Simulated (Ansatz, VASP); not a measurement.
## One calculation of HfC, two programs

Contents of INCAR:

```
PREC = Accurate ; ENCUT = 520
EDIFF = 1E-8 ; ISMEAR = -1
SIGMA = 0.05 ; LREAL = False
LASPH = True ; NELM = 100
ALGO = Normal ; ISIF = 2
LWAVE = False ; LCHARG = False
GGA = CA ; LEFG = True
NBANDS = 14
```

KPOINTS

```
regular mesh
0
Gamma
  12 12 12
```

POSCAR

```
HfC
1.0
    0.0000000000      2.2935772291      2.2935772291
    2.2935772291      0.0000000000      2.2935772291
    2.2935772291      2.2935772291      0.0000000000
Hf C
1 1
Direct
    0.5000000000      0.5000000000      0.5000000000
    0.0000000000      0.0000000000      0.0000000000
```

Input for Ansatz:

```yaml
crystal:
  lattice:
    - [0.0, 2.2935772291, 2.2935772291]
    - [2.2935772291, 0.0, 2.2935772291]
    - [2.2935772291, 2.2935772291, 0.0]
  atoms:
    - { symbol: Hf, position: [0.5, 0.5, 0.5] }
    - { symbol: C, position: [0.0, 0.0, 0.0] }
kpoints:
  mp_grid: { grid: [12, 12, 12] }
scf:
  occupations: { method: fermi_dirac, width: 0.05 }
hamiltonian:
  xc: lda
  pseudopotentials: { kind: all_electron, datasets: crystal }
output:
  forces: true
  stress: true
  eigenvalues: true
  efg: { contact_densities: true }
```

Change from the starting cell: volume scaled by 0.96, crystal datasets.

Alike in both runs: task electric field gradients; functional LDA; k mesh 12 × 12 × 12; occupations fermi-dirac, width 0.05 eV; no spin polarisation.

|  | VASP | Ansatz |
| --- | --- | --- |
| version | VASP 6.6.1 | Ansatz 0.2.0 |
| potentials or method | VASP PAW LDA potentials, release 64 (Hf_pv, C), cutoff 520 eV | all-electron PAW with datasets made for the crystal, scalar-relativistic |

Ansatz gave:

- pressure (GPa): -2.3

Question: Estimate VASP's values.

Answer: Pressure (GPa): -1.8.

LDA's correlation is that of Perdew and Zunger in VASP and of Perdew and Wang (1992) in Ansatz. Ansatz ran all-electron here, and VASP with PAW potentials.

Spin-orbit coupling is off throughout.
